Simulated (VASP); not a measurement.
Input of a VASP 6.6.1 run:

The input INCAR:

```
ALGO = Normal ; EDIFF = 1E-6
ENCUT = 500 ; GGA = PS
GGA_COMPAT = False ; ISIF = 2
ISMEAR = 0 ; LASPH = True
LCHARG = False ; LREAL = False
LWAVE = False ; NBANDS = 14
NELM = 120 ; PREC = Accurate
SIGMA = 0.02
```

Contents of KPOINTS:

```
k-points
0
Gamma
  4 4 4
```

Contents of POSCAR:

```
NaCl
1.0
    0.0000000000      2.8008969589      2.8008969589
    2.8008969589      0.0000000000      2.8008969589
    2.8008969589      2.8008969589      0.0000000000
Na Cl
1 1
Direct
    0.0000000000      0.0000000000      0.0000000000
    0.5000000000      0.5000000000      0.5000000000
```

Potentials or basis: VASP PAW PBE potentials, release 64 (Na_pv, Cl).

Command:

```bash
$ cat potpaw_PBE.64/Na_pv/POTCAR potpaw_PBE.64/Cl/POTCAR > POTCAR
$ mpirun -np 1 vasp_std > vasp.out
```

(1) Predict the pressure.

(2) Estimate the band gap on the k mesh.

Answers

(1) 0.0 GPa.

(2) 5.01 eV, direct.

Caveat: the k points lie up to 0.49 Å⁻¹ apart; the PAW data sets were made with another functional, which shifts forces and pressure a little.
